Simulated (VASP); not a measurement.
# In (I4/mmm) in VASP: notebook

The runs below take In through single point, with rpbe exchange, lyp correlation.

All numbers are computed with VASP 6.6.1; they aren't measurements. Logs are shortened: lines on timing, memory, paths and dates and some standing lists are left out, and cuts for length are marked.

### 1 The cell of the first run

Symmetry: I4/mmm, No. 139, tetragonal system. The conventional cell has a = 3.185 Å, b = 3.185 Å, c = 4.846 Å, α = 90.00°, β = 90.00°, γ = 90.00°. In (site symmetry 4/mmm) has 12 In at 3.18 to 3.31 Å within 4.2 Å.

### 2 Single point, rpbe exchange, lyp correlation, collinear spin (24.57 Å³/atom)

INCAR

```
ALGO = Normal
EDIFF = 1E-6
ENCUT = 500
GGA = LIBXC
GGA_COMPAT = False
ISIF = 2
ISMEAR = 1
ISPIN = 2
LASPH = True
LCHARG = False
LIBXC1 = GGA_X_RPBE
LIBXC2 = GGA_C_LYP
LORBIT = 11
LREAL = False
LWAVE = False
MAGMOM = -0.36
NBANDS = 16
NELM = 200
PREC = Accurate
SIGMA = 0.05
```

KPOINTS

```
k-points
0
Gamma
  11 11 11
```

POSCAR

```
In
1.0
   -1.5922878321      1.5922878321      2.4232021571
    1.5922878321     -1.5922878321      2.4232021571
    1.5922878321      1.5922878321     -2.4232021571
In
1
Direct
    0.0000000000      0.0000000000      0.0000000000
```

Potentials or basis: VASP PAW PBE potentials, release 64 (In_d).

Run with:

```sh
cat potpaw_PBE.64/In_d/POTCAR > POTCAR
mpirun -np 1 vasp_std > vasp.out
```

OUTCAR:

```text
EDIFF = 1E-6
   ENCUT = 500
   GGA = LIBXC
   ISIF = 2
   ISMEAR = 1
   ISPIN = 2
   LASPH = True
   LORBIT = 11
   LREAL = False
   NELM = 200
   PREC = Accurate

 ion  position               nearest neighbor table
   1  0.000  0.000  0.000-

  LATTYP: Found a body centered tetragonal cell.
 ALAT       =     3.1845756642
 C/A-ratio  =     1.5218367611

  Lattice vectors:

 A1 = (  -1.5922878321,   1.5922878321,   2.4232021571)
 A2 = (   1.5922878321,  -1.5922878321,   2.4232021571)
 A3 = (   1.5922878321,   1.5922878321,  -2.4232021571)

Analysis of symmetry for initial positions (statically):
=====================================================================
 Subroutine PRICEL returns:
 Original cell was already a primitive cell.

 Routine SETGRP: Setting up the symmetry group for a
 body centered tetragonal supercell.

 Subroutine GETGRP returns: Found 16 space group operations
 (whereof 16 operations were pure point group operations)
 out of a pool of 16 trial point group operations.

The static configuration has the point symmetry D_4h.

Analysis of symmetry for dynamics (positions and initial velocities):
=====================================================================
 Subroutine PRICEL returns:
 Original cell was already a primitive cell.

 Routine SETGRP: Setting up the symmetry group for a
 body centered tetragonal supercell.

 Subroutine GETGRP returns: Found 16 space group operations
 (whereof 16 operations were pure point group operations)
 out of a pool of 16 trial point group operations.

The dynamic configuration has the point symmetry D_4h.

Analysis of structural, dynamic, and magnetic symmetry:
=====================================================================
 Subroutine PRICEL returns:
 Original cell was already a primitive cell.

 Routine SETGRP: Setting up the symmetry group for a
 body centered tetragonal supercell.

 Subroutine GETGRP returns: Found 16 space group operations
 (whereof 16 operations were pure point group operations)
 out of a pool of 16 trial point group operations.

The overall configuration has the point symmetry D_4h.

 Subroutine INISYM returns: Found 16 space group operations
 (whereof 16 operations are pure point group operations),
 and found     1 'primitive' translations

----------------------------------------------------------------------------------------

                                     Primitive cell

  volume of cell :      24.5750

  direct lattice vectors                    reciprocal lattice vectors
    -1.592287832  1.592287832  2.423202157     0.000000000  0.314013578  0.206338542
     1.592287832 -1.592287832  2.423202157     0.314013578  0.000000000  0.206338542
     1.592287832  1.592287832 -2.423202157     0.314013578  0.314013578  0.000000000

  length of vectors
     3.307970643  3.307970643  3.307970643     0.375739433  0.375739433  0.444082261

  position of ions in fractional coordinates (direct lattice)
     0.000000000  0.000000000  0.000000000

  ion indices of the primitive-cell ions
   primitive index   ion index
                 1           1

----------------------------------------------------------------------------------------

 KPOINTS: k-points

Automatic generation of k-mesh.
 Grid dimensions read from file:
 generate k-points for:   11   11   11

 Generating k-lattice:

  Cartesian coordinates                     Fractional coordinates (reciprocal lattice)
     0.000000000  0.028546689  0.018758049     0.090909091 -0.000000000  0.000000000
     0.028546689  0.000000000  0.018758049    -0.000000000  0.090909091  0.000000000
     0.028546689  0.028546689  0.000000000     0.000000000  0.000000000  0.090909091

  Length of vectors
     0.034158130  0.034158130  0.040371115

  Shift w.r.t. Gamma in fractional coordinates (k-lattice)
     0.000000000  0.000000000  0.000000000

 Subroutine IBZKPT returns following result:
 ===========================================

 Found    126 irreducible k-points:

 Following reciprocal coordinates:
            Coordinates               Weight
  0.000000  0.000000  0.000000      1.000000
  0.090909  0.000000 -0.000000      8.000000
  0.181818  0.000000 -0.000000      8.000000
  0.272727  0.000000 -0.000000      8.000000
  0.363636  0.000000 -0.000000      8.000000
  0.454545  0.000000 -0.000000      8.000000
[... 16 lines left out ...]
 -0.272727  0.181818  0.000000     16.000000
 -0.181818  0.181818  0.000000      4.000000
 [... further k-points ...]
   k-points           NKPTS =    126   k-points in BZ     NKDIM =    126   number of bands    NBANDS=     16
   number of dos      NEDOS =    301   number of ions     NIONS =      1
   total plane-waves  NPLWV =  13824
   dimension x,y,z NGX =    24 NGY =   24 NGZ =   24
   dimension x,y,z NGXF=    48 NGYF=   48 NGZF=   48
   ions per type =               1
   NGX,Y,Z   is equivalent  to a cutoff of  12.06, 12.06, 12.06 a.u.
   NGXF,Y,Z  is equivalent  to a cutoff of  24.12, 24.12, 24.12 a.u.
 SYSTEM =  unknown system
   PREC   = accura    normal or accurate (medium, high low for compatibility)
   ISTART =      0    job   : 0-new  1-cont  2-samecut
   ICHARG =      2    charge: 1-file 2-atom 10-const
   ISPIN  =      2    spin polarized calculation?
   LNONCOLLINEAR =      F non collinear calculations
   LSORBIT =      F    spin-orbit coupling
   LASPH  =      T    aspherical Exc in radial PAW
   ENCUT  =  500.0 eV  36.75 Ry    6.06 a.u.   6.03  6.03  6.03*2*pi/ulx,y,z
   NELM   =    200;   NELMIN=  2; NELMDL= -5     # of ELM steps
   EDIFF  = 0.1E-05   stopping-criterion for ELM
   LREAL  =      F    real-space projection
   EDIFFG = 0.1E-04   stopping-criterion for IOM
   NSW    =      0    number of steps for IOM
   IBRION =     -1    ionic relax: 0-MD 1-quasi-New 2-CG
   NFREE  =      0    steps in history (QN), initial steepest desc. (CG)
   ISIF   =      2    stress and relaxation
   ISYM   =      2    0-nonsym 1-usesym 2-fastsym
   POTIM  = 0.5000    time-step for ionic-motion
   TEBEG  =    0.0;   TEEND  =   0.0 temperature during run
   PSTRESS=    0.0 pullay stress
   NELECT =      13.0000    total number of electrons
   NUPDOWN=      -1.0000    fix difference up-down
   EMIN   =  10.00;   EMAX   =-10.00  energy-range for DOS
   EFERMI =   0.00;   METHOD = LEGACY
   ISMEAR =     1;   SIGMA  =   0.05  broadening in eV -4-tet -1-fermi 0-gaus
   EFERMI_NEDOS =   21; number of points for ismear=-14 and -15
   IALGO  =     38    algorithm
   IMIX   =      4    mixing-type and parameters
     AMIX     =   0.40;   BMIX     =  1.00
     AMIX_MAG =   1.60;   BMIX_MAG =  1.00
  volume/ion in A,a.u.               =      24.57       165.84
  Fermi-wavevector in a.u.,A,eV,Ry     =   1.324011  2.502019 23.851093  1.753006
  Thomas-Fermi vector in A             =   2.453577
   LORBIT       =     11    0 simple, 1 ext, 2 COOP (PROOUT), +10 PAW based schemes
   GGA     = LIBXC    functional components
   LHFCALC =     F    Hartree Fock is set to
   AEXX    =    0.0000 exact exchange contribution
   IVDW    =     0    specifies the selected vdW correction
   LEPSILON=     F    determine dielectric tensor
   LRPA    =     F    only Hartree local field effects (RPA)
 spin polarized calculation
 Methfessel and Paxton  Order N= 1 SIGMA  =   0.05
  energy-cutoff  :      500.00
  volume of cell :       24.57
 maximum number of plane-waves:       640
   NGX = 13   NGY = 13   NGZ = 13

 number of electron      13.0000004 magnetization      -0.0000761

 number of electron      13.0000004 magnetization       0.0000456

 Free energy of the ion-electron system (eV)
  ---------------------------------------------------
  ext. energy  EPLUGINS =         0.00000000
  ---------------------------------------------------
  free energy    TOTEN  =        -1.35603295 eV

  energy without entropy =       -1.35605337  energy(sigma->0) =       -1.35603975

 E-fermi :   8.9741     XC(G=0):  -9.8343

 val. band max:        8.9550778231   @ k =   0.3636   0.2727   0.1818
 cond. band min:       8.9938013976   @ k =  -0.4545  -0.4545   0.1818
 fundamental gap:      0.0387235745
 Fermi energy:         8.9740580869

 spin component 1

 k-point     1 :       0.0000    0.0000    0.0000
  band No.  band energies     occupation
      1      -6.0148      1.00000
      2      -5.8929      1.00000
      3      -5.8929      1.00000
      4      -5.7977      1.00000
      5      -5.6748      1.00000
      6      -1.0763      1.00000
[... 8 lines left out ...]
     15      26.0354      0.00000
     16      28.3377      0.00000
[... 419 lines left out ...]
 k-point    24 :      -0.1818    0.1818    0.0000
  band No.  band energies     occupation
      1      -5.9755      1.00000
      2      -5.8609      1.00000
      3      -5.8062      1.00000
      4      -5.8002      1.00000
      5      -5.7015      1.00000
      6      -0.0054      1.00000
[... 8 lines left out ...]
     15      28.3190      0.00000
     16      28.6459      0.00000

 [... further k-points ...]

 spin component 2

 k-point     1 :       0.0000    0.0000    0.0000
  band No.  band energies     occupation
      1      -6.0148      1.00000
      2      -5.8929      1.00000
      3      -5.8929      1.00000
      4      -5.7977      1.00000
      5      -5.6748      1.00000
      6      -1.0763      1.00000
[... 8 lines left out ...]
     15      26.0352      0.00000
     16      28.3377      0.00000
[... 419 lines left out ...]
 k-point    24 :      -0.1818    0.1818    0.0000
  band No.  band energies     occupation
      1      -5.9755      1.00000
      2      -5.8609      1.00000
      3      -5.8062      1.00000
      4      -5.8002      1.00000
      5      -5.7014      1.00000
      6      -0.0053      1.00000
[... 8 lines left out ...]
     15      28.3190      0.00000
     16      28.6460      0.00000

 [... further k-points ...]

------------------------ aborting loop because EDIFF is reached ----------------------------------------

  FORCE on cell =-STRESS in cart. coord.  units (eV):
  Direction    XX          YY          ZZ          XY          YZ          ZX
  --------------------------------------------------------------------------------------
  -------------------------------------------------------------------------------------
  Total        1.8372703      1.8372703      1.7352818      0.0000000      0.0000000      0.0000000
  in kB      119.7818000    119.7818000    113.1326117      0.0000000      0.0000000      0.0000000
  external PRESSURE =     117.5654039 kB  Pullay stress =       0.0000000 kB

 VOLUME and BASIS-vectors are now :
 -----------------------------------------------------------------------------
  energy-cutoff  :      500.00
  volume of cell :       24.57
      direct lattice vectors                 reciprocal lattice vectors
    -1.592287832  1.592287832  2.423202157     0.000000000  0.314013578  0.206338542
     1.592287832 -1.592287832  2.423202157     0.314013578  0.000000000  0.206338542
     1.592287832  1.592287832 -2.423202157     0.314013578  0.314013578  0.000000000

 POSITION                                       TOTAL-FORCE (eV/Angst)
 -----------------------------------------------------------------------------------
      0.00000      0.00000      0.00000         0.000000     -0.000000      0.000000
 -----------------------------------------------------------------------------------
    total drift:                               -0.000000      0.000000     -0.000000

  FREE ENERGIE OF THE ION-ELECTRON SYSTEM (eV)
  ---------------------------------------------------
  free  energy   TOTEN  =        -1.3560329465 eV

  energy  without entropy=       -1.3560533676  energy(sigma->0) =       -1.35603975

 total charge

# of ion       s       p       d       tot
------------------------------------------
    1        1.021   0.539   9.859  11.419

 magnetization (x)

# of ion       s       p       d       tot
------------------------------------------
    1        0.000   0.000   0.000   0.000
```

It took 37 s on 1 thread of Intel Xeon Platinum 8488C (Sapphire Rapids), shared host; peak memory 0.19 GiB.

What came out:

```yaml
Free_energy: -1.3560 eV
Pressure: 11.8 GPa
Net_moment: 0.00 μB per cell
Valence_electrons_inside_the_program's_atomic_spheres: In 11.42
```

Stress tensor (GPa, compression positive):
```
11.98  0.00  0.00
 0.00 11.98  0.00
 0.00  0.00 11.31
```

Levels at points of the mesh, in eV from the Fermi level:
Spin up:
```csv
k point,band 2,band 3,band 4,band 5,band 6,band 7,band 8,band 9,band 10,band 11
"(0.00, 0.00, 0.00)",-14.87,-14.87,-14.77,-14.65,-10.05,10.91,10.91,11.11,11.85,14.51
```
Spin down:
| k point | band 2 | band 3 | band 4 | band 5 | band 6 | band 7 | band 8 | band 9 | band 10 | band 11 |
| --- | --- | --- | --- | --- | --- | --- | --- | --- | --- | --- |
| (0.00, 0.00, 0.00) | -14.87 | -14.87 | -14.77 | -14.65 | -10.05 | 10.91 | 10.91 | 11.11 | 11.85 | 14.51 |

Caveat: the cell stands under pressure; the PAW data sets were made with another functional, which shifts forces and pressure a little; spin-orbit coupling is left out, which moves the levels of the heavy elements.

### 3 Single point, rpbe exchange, lyp correlation, collinear spin (25.10 Å³/atom)

This run uses another cell than the first one, of 25.10 Å³/atom.

INCAR

```
SYSTEM = In
PREC     = Accurate       ! precision mode
ENCUT    = 500            ! plane-wave cutoff, eV
EDIFF    = 1E-6           ! SCF threshold, eV
ISMEAR   = 1              ! smearing method
SIGMA    = 0.05           ! smearing width, eV
LREAL    = .FALSE.        ! projectors in reciprocal space
LASPH    = .TRUE.         ! aspherical terms in the spheres
NELM     = 200            ! most SCF steps
ALGO     = Normal         ! electronic algorithm
ISIF     = 2              ! what is computed and relaxed
LWAVE    = .FALSE.        ! write WAVECAR
LCHARG   = .TRUE.         ! write CHGCAR
ISPIN    = 2              ! spin polarisation
MAGMOM   = -0.36          ! initial moments
LORBIT   = 11             ! projections on sites
GGA      = LIBXC          ! functional
LIBXC1   = GGA_X_RPBE   
LIBXC2   = GGA_C_LYP    
LELF     = .TRUE.         ! ELF
LVHAR    = .TRUE.       
NBANDS   = 16             ! bands
GGA_COMPAT= .FALSE.
```

KPOINTS

```
Automatic mesh
0
G
  11 11 11
  0 0 0
```

POSCAR

```
In
1.0
   -1.6035014962      1.6035014962      2.4402675233
    1.6035014962     -1.6035014962      2.4402675233
    1.6035014962      1.6035014962     -2.4402675233
In
1
Direct
    0.0000000000      0.0000000000      0.0000000000
```

Potentials or basis: VASP PAW PBE potentials, release 64 (In_d).

Run with:

```sh
cat potpaw_PBE.64/In_d/POTCAR > POTCAR
mpirun -np 1 vasp_std > vasp.out
```

It took 39 s on 1 thread of Intel Xeon Platinum 8488C (Sapphire Rapids), shared host; peak memory 0.19 GiB.

The run converged. Its results:

```
Free energy                                           : -1.3923 eV
Pressure                                              : 10.3 GPa
Net moment                                            : 0.00 μB per cell
Valence electrons inside the program's atomic spheres : In 11.41
```

Stress tensor (GPa, compression positive):
```
10.56  0.00  0.00
 0.00 10.56  0.00
 0.00  0.00  9.86
```

Levels at points of the mesh, in eV from the Fermi level:
Spin up:
```csv
k point,band 3,band 4,band 5,band 6,band 7,band 8,band 9,band 10
"(0.00, 0.00, 0.00)",-14.84,-14.75,-14.63,-9.89,10.71,10.71,10.90,11.82
```
Spin down:
```csv
k point,band 3,band 4,band 5,band 6,band 7,band 8,band 9,band 10
"(0.00, 0.00, 0.00)",-14.84,-14.75,-14.63,-9.89,10.71,10.71,10.90,11.82
```

Caveat: the cell stands under pressure; the PAW data sets were made with another functional, which shifts forces and pressure a little; spin-orbit coupling is left out, which moves the levels of the heavy elements.

### 4 Single point, rpbe exchange, lyp correlation, collinear spin (25.62 Å³/atom)

This run uses another cell than the first one, of 25.62 Å³/atom.

INCAR

```
SYSTEM = In
  ALGO = Normal
  EDIFF = 1E-6
  ENCUT = 500
  GGA = LIBXC
  GGA_COMPAT = .FALSE.
  ISIF = 2
  ISMEAR = 1
  ISPIN = 2
  LASPH = .TRUE.
  LCHARG = .TRUE.
  LELF = .TRUE.
  LIBXC1 = GGA_X_RPBE
  LIBXC2 = GGA_C_LYP
  LORBIT = 11
  LREAL = .FALSE.
  LVHAR = .TRUE.
  LWAVE = .FALSE.
  MAGMOM = -0.36
  NBANDS = 16
  NELM = 200
  PREC = Accurate
  SIGMA = 0.05
```

KPOINTS

```
k-points
0
G
  11 11 11
  0 0 0
```

POSCAR

```
In
1.0
   -1.6145604767      1.6145604767      2.4570974863
    1.6145604767     -1.6145604767      2.4570974863
    1.6145604767      1.6145604767     -2.4570974863
In
1
Direct
    0.0000000000      0.0000000000      0.0000000000
```

Run with:

```sh
cat potpaw_PBE.64/In_d/POTCAR > POTCAR
mpirun -np 1 vasp_std > vasp.out
```

Run time: 39 s. Hardware: 1 thread of Intel Xeon Platinum 8488C (Sapphire Rapids), shared host; peak memory 0.19 GiB.

Results (log left out):

- Free energy: -1.4241 eV
- Pressure: 9.0 GPa
- Net moment: 0.00 μB per cell
- Valence electrons inside the program's atomic spheres: In 11.39

Stress tensor (GPa, compression positive):
```
9.23 0.00 0.00
0.00 9.23 0.00
0.00 0.00 8.58
```

Levels at points of the mesh, in eV from the Fermi level:
Spin up:
```
           k point  band 4  band 5  band 6  band 7  band 8  band 9
(0.00, 0.00, 0.00)  -14.74  -14.63   -9.76   10.51   10.51   10.69
```
Spin down:
```csv
k point,band 4,band 5,band 6,band 7,band 8,band 9
"(0.00, 0.00, 0.00)",-14.74,-14.63,-9.76,10.51,10.51,10.69
```

Caveat: the cell stands under pressure; the PAW data sets were made with another functional, which shifts forces and pressure a little; spin-orbit coupling is left out, which moves the levels of the heavy elements.

[end of part 1 of 2]
